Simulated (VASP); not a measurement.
# AgBiTeSe (P4/mmm) in VASP: further runs

AgBiTeSe is run at these levels: PBE; tasks: single point.

Program: VASP 6.6.1. These are calculated values, not measurements. Logs are shortened: lines on timing, memory, paths and dates and some standing lists are left out, and cuts for length are marked.

## Step 1: The cell of the first run

It takes space group P4/mmm (No. 123, tetragonal). The conventional cell has a = 4.271 Å, b = 4.271 Å, c = 6.395 Å, α = 90.00°, β = 90.00°, γ = 90.00°. Ag (site symmetry 4/mmm) has 4 Te at 3.02 Å and 2 Se at 3.20 Å within 4.0 Å. Bi (site symmetry 4/mmm) has 4 Se at 3.02 Å and 2 Te at 3.20 Å within 4.0 Å. Within 4.0 Å of Te (site symmetry 4/mmm) lie 4 Ag at 3.02 Å and 2 Bi at 3.20 Å. Within 4.0 Å of Se (site symmetry 4/mmm) lie 4 Bi at 3.02 Å and 2 Ag at 3.20 Å.

## Step 2: Single point, PBE

INCAR

```
SYSTEM = AgBiTeSe
PREC     = Accurate       ! precision mode
ENCUT    = 520            ! plane-wave cutoff, eV
EDIFF    = 1E-7           ! SCF threshold, eV
ISMEAR   = -1             ! smearing method
SIGMA    = 0.1            ! smearing width, eV
LREAL    = .False.        ! projectors in reciprocal space
LASPH    = .True.         ! aspherical terms in the spheres
NELM     = 80             ! most SCF steps
ALGO     = Normal         ! electronic algorithm
ISIF     = 2              ! what is computed and relaxed
LWAVE    = .False.        ! write WAVECAR
LCHARG   = .False.        ! write CHGCAR
GGA      = PE             ! functional
NBANDS   = 27             ! bands
```

KPOINTS

```
regular mesh
0
Gamma
  6 6 4
  0 0 0
```

POSCAR

```
AgBiTeSe
1.0
    4.2710936558      0.0000000000      0.0000000000
    0.0000000000      4.2710936558      0.0000000000
    0.0000000000      0.0000000000      6.3954199762
Ag Bi Te Se
1 1 1 1
Direct
    0.0000000000      0.0000000000      0.0000000000
    0.5000000000      0.5000000000      0.5000000000
    0.5000000000      0.5000000000      0.0000000000
    0.0000000000      0.0000000000      0.5000000000
```

Potentials or basis: VASP PAW PBE potentials, release 64 (Ag, Bi_d, Te, Se).

Run with:

```sh
> cat potpaw_PBE.64/Ag/POTCAR potpaw_PBE.64/Bi_d/POTCAR potpaw_PBE.64/Te/POTCAR potpaw_PBE.64/Se/POTCAR > POTCAR
> mpirun -np 1 vasp_std > vasp.out
```

OUTCAR:

```text
SYSTEM = AgBiTeSe
   PREC = Accurate
   ENCUT = 520
   EDIFF = 1E-7
   ISMEAR = -1
   LREAL = .False.
   LASPH = .True.
   NELM = 80
   ISIF = 2
   GGA = PE

 ion  position               nearest neighbor table
   1  0.000  0.000  0.000-   3 3.02   3 3.02   3 3.02   3 3.02   4 3.20   4 3.20
   2  0.500  0.500  0.500-   4 3.02   4 3.02   4 3.02   4 3.02   3 3.20   3 3.20
   3  0.500  0.500  0.000-   1 3.02   1 3.02   1 3.02   1 3.02   2 3.20   2 3.20
   4  0.000  0.000  0.500-   2 3.02   2 3.02   2 3.02   2 3.02   1 3.20   1 3.20

  LATTYP: Found a simple tetragonal cell.
 ALAT       =     4.2710936558
 C/A-ratio  =     1.4973729193

  Lattice vectors:

 A1 = (   4.2710936558,   0.0000000000,   0.0000000000)
 A2 = (   0.0000000000,   4.2710936558,   0.0000000000)
 A3 = (   0.0000000000,   0.0000000000,   6.3954199762)

Analysis of symmetry for initial positions (statically):
=====================================================================
 Subroutine PRICEL returns:
 Original cell was already a primitive cell.

 Routine SETGRP: Setting up the symmetry group for a
 simple tetragonal supercell.

 Subroutine GETGRP returns: Found 16 space group operations
 (whereof 16 operations were pure point group operations)
 out of a pool of 16 trial point group operations.

The static configuration has the point symmetry D_4h.

Analysis of symmetry for dynamics (positions and initial velocities):
=====================================================================
 Subroutine PRICEL returns:
 Original cell was already a primitive cell.

 Routine SETGRP: Setting up the symmetry group for a
 simple tetragonal supercell.

 Subroutine GETGRP returns: Found 16 space group operations
 (whereof 16 operations were pure point group operations)
 out of a pool of 16 trial point group operations.

The dynamic configuration has the point symmetry D_4h.

 Subroutine INISYM returns: Found 16 space group operations
 (whereof 16 operations are pure point group operations),
 and found     1 'primitive' translations

----------------------------------------------------------------------------------------

                                     Primitive cell

  volume of cell :     116.6668

  direct lattice vectors                    reciprocal lattice vectors
     4.271093656  0.000000000  0.000000000     0.234132070  0.000000000  0.000000000
     0.000000000  4.271093656  0.000000000     0.000000000  0.234132070  0.000000000
     0.000000000  0.000000000  6.395419976     0.000000000  0.000000000  0.156361897

  length of vectors
     4.271093656  4.271093656  6.395419976     0.234132070  0.234132070  0.156361897

[... 87 lines left out ...]
   NSW    =      0    number of steps for IOM
   IBRION =     -1    ionic relax: 0-MD 1-quasi-New 2-CG
   NFREE  =      0    steps in history (QN), initial steepest desc. (CG)
   ISIF   =      2    stress and relaxation
   ISYM   =      2    0-nonsym 1-usesym 2-fastsym
   POTIM  = 0.5000    time-step for ionic-motion
   TEBEG  =    0.0;   TEEND  =   0.0 temperature during run
   PSTRESS=    0.0 pullay stress
   NELECT =      38.0000    total number of electrons
   NUPDOWN=      -1.0000    fix difference up-down
   EMIN   =  10.00;   EMAX   =-10.00  energy-range for DOS
   EFERMI =   0.00;   METHOD = LEGACY
   ISMEAR =    -1;   SIGMA  =   0.10  broadening in eV -4-tet -1-fermi 0-gaus
   EFERMI_NEDOS =   21; number of points for ismear=-14 and -15
   IALGO  =     38    algorithm
   IMIX   =      4    mixing-type and parameters
     AMIX     =   0.40;   BMIX     =  1.00
     AMIX_MAG =   1.60;   BMIX_MAG =  1.00
  volume/ion in A,a.u.               =      29.17       196.83
  Fermi-wavevector in a.u.,A,eV,Ry     =   1.126385  2.128559 17.262306  1.268744
  Thomas-Fermi vector in A             =   2.263067
   LORBIT       =      0    0 simple, 1 ext, 2 COOP (PROOUT), +10 PAW based schemes
   GGA     = PE    functional components
   LHFCALC =     F    Hartree Fock is set to
   AEXX    =    0.0000 exact exchange contribution
   IVDW    =     0    specifies the selected vdW correction
   LEPSILON=     F    determine dielectric tensor
   LRPA    =     F    only Hartree local field effects (RPA)
 non-spin polarized calculation
  energy-cutoff  :      520.00
  volume of cell :      116.67
 maximum number of plane-waves:      3168
 NGX is ok and might be reduce to    32
   NGX = 15   NGY = 15   NGZ = 23

 number of electron      38.0000003 magnetization

 Free energy of the ion-electron system (eV)
  ---------------------------------------------------
  ext. energy  EPLUGINS =         0.00000000
  ---------------------------------------------------
  free energy    TOTEN  =       -13.77430330 eV

  energy without entropy =      -13.72816084  energy(sigma->0) =      -13.75123207

 E-fermi :   5.2623     XC(G=0):  -9.5695

 val. band max:        5.2584902015   @ k =   0.5000   0.0000   0.5000
 cond. band min:       5.3610487157   @ k =   0.3333   0.0000   0.0000
 fundamental gap:      0.1025585141
 Fermi energy:         5.2622581765

 k-point     1 :       0.0000    0.0000    0.0000
  band No.  band energies     occupation
      1     -18.1621      2.00000
      2     -18.1469      2.00000
      3     -18.0989      2.00000
      4     -18.0925      2.00000
      5     -18.0925      2.00000
      6      -8.6300      2.00000
[... 709 lines left out ...]
     26      11.2208      0.00000
     27      13.9665      0.00000

 [... further k-points ...]

------------------------ aborting loop because EDIFF is reached ----------------------------------------

  FORCE on cell =-STRESS in cart. coord.  units (eV):
  Direction    XX          YY          ZZ          XY          YZ          ZX
  --------------------------------------------------------------------------------------
  -------------------------------------------------------------------------------------
  Total       -2.3246774     -2.3246774     -0.6700544      0.0000000      0.0000000      0.0000000
  in kB      -31.9246405    -31.9246405     -9.2018124      0.0000000      0.0000000      0.0000000
  external PRESSURE =     -24.3503645 kB  Pullay stress =       0.0000000 kB

 VOLUME and BASIS-vectors are now :
 -----------------------------------------------------------------------------
  energy-cutoff  :      520.00
  volume of cell :      116.67
      direct lattice vectors                 reciprocal lattice vectors
     4.271093656  0.000000000  0.000000000     0.234132070  0.000000000  0.000000000
     0.000000000  4.271093656  0.000000000     0.000000000  0.234132070  0.000000000
     0.000000000  0.000000000  6.395419976     0.000000000  0.000000000  0.156361897

 POSITION                                       TOTAL-FORCE (eV/Angst)
 -----------------------------------------------------------------------------------
      0.00000      0.00000      0.00000         0.000000      0.000000      0.000000
      2.13555      2.13555      3.19771         0.000000      0.000000      0.000000
      2.13555      2.13555      0.00000         0.000000      0.000000      0.000000
      0.00000      0.00000      3.19771         0.000000      0.000000      0.000000
 -----------------------------------------------------------------------------------
    total drift:                                0.000000      0.000000     -0.000000

  FREE ENERGIE OF THE ION-ELECTRON SYSTEM (eV)
  ---------------------------------------------------
  free  energy   TOTEN  =       -13.7743033045 eV

  energy  without entropy=      -13.7281608393  energy(sigma->0) =      -13.75123207
```

stdout:

```text
POSCAR found type information on POSCAR AgBiTeSe
 POSCAR found :  4 types and       4 ions
 scaLAPACK will be used
 LDA part: xc-table for (Slater+PW92), standard interpolation
 POSCAR, INCAR and KPOINTS ok, starting setup
 FFT: planning ... GRIDC
 FFT: planning ... GRID_SOFT
 FFT: planning ... GRID
 WAVECAR not read
 entering main loop
```

It took 37 s on 1 thread of Intel Xeon 6975P-C (Granite Rapids), shared host; peak memory 0.29 GiB.

Results:

- Free energy: -13.7743 eV
- Pressure: -2.4 GPa
- Band gap on the k mesh: zero (bands 19 and 20 overlap by 0.56 eV)

Caveat: spin-orbit coupling is left out, which moves the levels of the heavy elements.

## Step 3: Single point, PBE

This run uses another cell than the first one, of 29.86 Å³/atom.

INCAR

```
SYSTEM = AgBiTeSe
PREC = Accurate ; ENCUT = 520
EDIFF = 1E-6 ; ISMEAR = -1
SIGMA = 0.1 ; LREAL = .False.
LASPH = .True. ; NELM = 100
ALGO = Normal ; ISIF = 2
LWAVE = .False. ; LCHARG = .True.
GGA = PE ; LELF = .True.
LVHAR = .True. ; NBANDS = 27
```

KPOINTS is that of step 2.

POSCAR

```
AgBiTeSe
1.0
    4.3047256993      0.0000000000      0.0000000000
    0.0000000000      4.3047256993      0.0000000000
    0.0000000000      0.0000000000      6.4457796872
Ag Bi Te Se
1 1 1 1
Direct
    0.0000000000      0.0000000000      0.0000000000
    0.5000000000      0.5000000000      0.5000000000
    0.5000000000      0.5000000000      0.0000000000
    0.0000000000      0.0000000000      0.5000000000
```

Potentials or basis: VASP PAW PBE potentials, release 64 (Ag, Bi_d, Te, Se).

Run with:

```sh
> cat potpaw_PBE.64/Ag/POTCAR potpaw_PBE.64/Bi_d/POTCAR potpaw_PBE.64/Te/POTCAR potpaw_PBE.64/Se/POTCAR > POTCAR
> mpirun -np 1 vasp_std > vasp.out
```

OUTCAR:

```text
SYSTEM = AgBiTeSe
   PREC = Accurate
   ENCUT = 520
   EDIFF = 1E-6
   ISMEAR = -1
   LREAL = .False.
   LASPH = .True.
   NELM = 100
   ISIF = 2
   GGA = PE

 ion  position               nearest neighbor table
   1  0.000  0.000  0.000-   3 3.04   3 3.04   3 3.04   3 3.04
   2  0.500  0.500  0.500-   4 3.04   4 3.04   4 3.04   4 3.04   3 3.22   3 3.22
   3  0.500  0.500  0.000-   1 3.04   1 3.04   1 3.04   1 3.04   2 3.22   2 3.22
   4  0.000  0.000  0.500-   2 3.04   2 3.04   2 3.04   2 3.04

  LATTYP: Found a simple tetragonal cell.
 ALAT       =     4.3047256993
 C/A-ratio  =     1.4973729193

  Lattice vectors:

 A1 = (   4.3047256993,   0.0000000000,   0.0000000000)
 A2 = (   0.0000000000,   4.3047256993,   0.0000000000)
 A3 = (   0.0000000000,   0.0000000000,   6.4457796872)

Analysis of symmetry for initial positions (statically):
=====================================================================
 Subroutine PRICEL returns:
 Original cell was already a primitive cell.

 Routine SETGRP: Setting up the symmetry group for a
 simple tetragonal supercell.

 Subroutine GETGRP returns: Found 16 space group operations
 (whereof 16 operations were pure point group operations)
 out of a pool of 16 trial point group operations.

The static configuration has the point symmetry D_4h.

Analysis of symmetry for dynamics (positions and initial velocities):
=====================================================================
 Subroutine PRICEL returns:
 Original cell was already a primitive cell.

 Routine SETGRP: Setting up the symmetry group for a
 simple tetragonal supercell.

 Subroutine GETGRP returns: Found 16 space group operations
 (whereof 16 operations were pure point group operations)
 out of a pool of 16 trial point group operations.

The dynamic configuration has the point symmetry D_4h.

 Subroutine INISYM returns: Found 16 space group operations
 (whereof 16 operations are pure point group operations),
 and found     1 'primitive' translations
[... 116 lines left out ...]
   IALGO  =     38    algorithm
   IMIX   =      4    mixing-type and parameters
     AMIX     =   0.40;   BMIX     =  1.00
     AMIX_MAG =   1.60;   BMIX_MAG =  1.00
  volume/ion in A,a.u.               =      29.86       201.51
  Fermi-wavevector in a.u.,A,eV,Ry     =   1.117585  2.111929 16.993625  1.248996
  Thomas-Fermi vector in A             =   2.254209
   LORBIT       =      0    0 simple, 1 ext, 2 COOP (PROOUT), +10 PAW based schemes
   GGA     = PE    functional components
   LHFCALC =     F    Hartree Fock is set to
   AEXX    =    0.0000 exact exchange contribution
   IVDW    =     0    specifies the selected vdW correction
   LEPSILON=     F    determine dielectric tensor
   LRPA    =     F    only Hartree local field effects (RPA)
 non-spin polarized calculation
  energy-cutoff  :      520.00
  volume of cell :      119.44
 maximum number of plane-waves:      3280
   NGX = 17   NGY = 17   NGZ = 23

 number of electron      37.9999996 magnetization

 Free energy of the ion-electron system (eV)
  ---------------------------------------------------
  ext. energy  EPLUGINS =         0.00000000
  ---------------------------------------------------
  free energy    TOTEN  =       -13.72422153 eV

  energy without entropy =      -13.67587850  energy(sigma->0) =      -13.70005002

 E-fermi :   4.9924     XC(G=0):  -9.4608

 val. band max:        4.8650701122   @ k =   0.5000   0.1667   0.0000
 cond. band min:       5.0064496885   @ k =   0.5000   0.0000   0.5000
 fundamental gap:      0.1413795764
 Fermi energy:         4.9924217583

 k-point     1 :       0.0000    0.0000    0.0000
  band No.  band energies     occupation
      1     -18.4244      2.00000
      2     -18.4092      2.00000
      3     -18.3591      2.00000
      4     -18.3565      2.00000
      5     -18.3565      2.00000
      6      -8.7504      2.00000
[... 709 lines left out ...]
     26      10.8291      0.00000
     27      13.6239      0.00000

 [... further k-points ...]

------------------------ aborting loop because EDIFF is reached ----------------------------------------

  FORCE on cell =-STRESS in cart. coord.  units (eV):
  Direction    XX          YY          ZZ          XY          YZ          ZX
  --------------------------------------------------------------------------------------
  -------------------------------------------------------------------------------------
  Total       -3.1103450     -3.1103450     -1.3501174      0.0000000      0.0000000     -0.0000000
  in kB      -41.7208094    -41.7208094    -18.1098854      0.0000000      0.0000000     -0.0000000
  external PRESSURE =     -33.8505014 kB  Pullay stress =       0.0000000 kB

 VOLUME and BASIS-vectors are now :
 -----------------------------------------------------------------------------
  energy-cutoff  :      520.00
  volume of cell :      119.44
      direct lattice vectors                 reciprocal lattice vectors
     4.304725699  0.000000000  0.000000000     0.232302839  0.000000000  0.000000000
     0.000000000  4.304725699  0.000000000     0.000000000  0.232302839  0.000000000
     0.000000000  0.000000000  6.445779687     0.000000000  0.000000000  0.155140270

 POSITION                                       TOTAL-FORCE (eV/Angst)
 -----------------------------------------------------------------------------------
      0.00000      0.00000      0.00000         0.000000      0.000000      0.000000
      2.15236      2.15236      3.22289         0.000000      0.000000      0.000000
      2.15236      2.15236      0.00000         0.000000      0.000000      0.000000
      0.00000      0.00000      3.22289         0.000000      0.000000      0.000000
 -----------------------------------------------------------------------------------
    total drift:                                0.000000      0.000000     -0.000000

  FREE ENERGIE OF THE ION-ELECTRON SYSTEM (eV)
  ---------------------------------------------------
  free  energy   TOTEN  =       -13.7242215342 eV

  energy  without entropy=      -13.6758785011  energy(sigma->0) =      -13.70005002
```

OSZICAR:

```text
N       E                     dE             d eps       ncg     rms          rms(c)
DAV:   1     0.305794169238E+03    0.30579E+03   -0.17471E+04  1620   0.135E+03
DAV:   2     0.133292584517E+02   -0.29246E+03   -0.28222E+03  1730   0.334E+02
DAV:   3    -0.133311768645E+02   -0.26660E+02   -0.26040E+02  1973   0.107E+02
DAV:   4    -0.142430124015E+02   -0.91184E+00   -0.90817E+00  1842   0.207E+01
DAV:   5    -0.142728939426E+02   -0.29882E-01   -0.29880E-01  2200   0.386E+00    0.572E+00
DAV:   6    -0.137099136711E+02    0.56298E+00   -0.12742E+00  2052   0.945E+00    0.418E+00
DAV:   7    -0.137247717914E+02   -0.14858E-01   -0.23952E-01  1770   0.231E+00    0.195E+00
DAV:   8    -0.137240817296E+02    0.69006E-03   -0.15953E-02  1850   0.970E-01    0.570E-01
DAV:   9    -0.137241203549E+02   -0.38625E-04   -0.46542E-03  1892   0.402E-01    0.975E-02
DAV:  10    -0.137241630933E+02   -0.42738E-04   -0.39704E-04  1787   0.975E-02    0.636E-02
DAV:  11    -0.137242222384E+02   -0.59145E-04   -0.84476E-05  1871   0.546E-02    0.144E-02
DAV:  12    -0.137242215690E+02    0.66933E-06   -0.21741E-05  1939   0.280E-02    0.561E-03
DAV:  13    -0.137242215342E+02    0.34821E-07   -0.23247E-06  1611   0.918E-03
   1 F= -.13724222E+02 E0= -.13700050E+02  d E =-.483430E-01
```

stdout:

```text
POSCAR found type information on POSCAR AgBiTeSe
 POSCAR found :  4 types and       4 ions
 scaLAPACK will be used
 LDA part: xc-table for (Slater+PW92), standard interpolation
 POSCAR, INCAR and KPOINTS ok, starting setup
 FFT: planning ... GRIDC
 FFT: planning ... GRID_SOFT
 FFT: planning ... GRID
 WAVECAR not read
 entering main loop
```

Wall time 34 s (1 thread of Intel Xeon 6975P-C (Granite Rapids), shared host); peak memory 0.29 GiB.

What came out:

```yaml
Free_energy: -13.7242 eV
Pressure: -3.4 GPa
Band_gap_on_the_k_mesh: zero (bands 19 and 20 overlap by 0.55 eV)
```

Caveat: the cell stands under tension; spin-orbit coupling is left out, which moves the levels of the heavy elements.

[end of part 1 of 2]

The gap in the log of VASP goes by the Fermi energy; the results here count the filled bands.